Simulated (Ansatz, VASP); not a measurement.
Ru in VASP and in Ansatz

```
Ru
1.0
    -1.49576    1.49576    1.49576
     1.49576   -1.49576    1.49576
     1.49576    1.49576   -1.49576
Ru
1
Direct
  0.00000 0.00000 0.00000
```

Alike in both runs: task single point; functional r2SCAN; k mesh 16 × 16 × 16; occupations fermi-dirac, width 0.1 eV; no spin polarisation.

|  | VASP | Ansatz |
| --- | --- | --- |
| version | VASP 6.6.1 | Ansatz 0.2.0 |
| potentials or method | VASP PAW PBE potentials, release 64 (Ru_sv), cutoff 620 eV | plane waves (500 eV) with PAW, scalar-relativistic |
| valence electrons in the cell | 16 | 16 |

|  | VASP | Ansatz | Ansatz less VASP |
| --- | --- | --- | --- |
| pressure (GPa) | 13.9 | 13.8 | -0.11 |

VASP's potentials were made for PBE, not for r2SCAN.
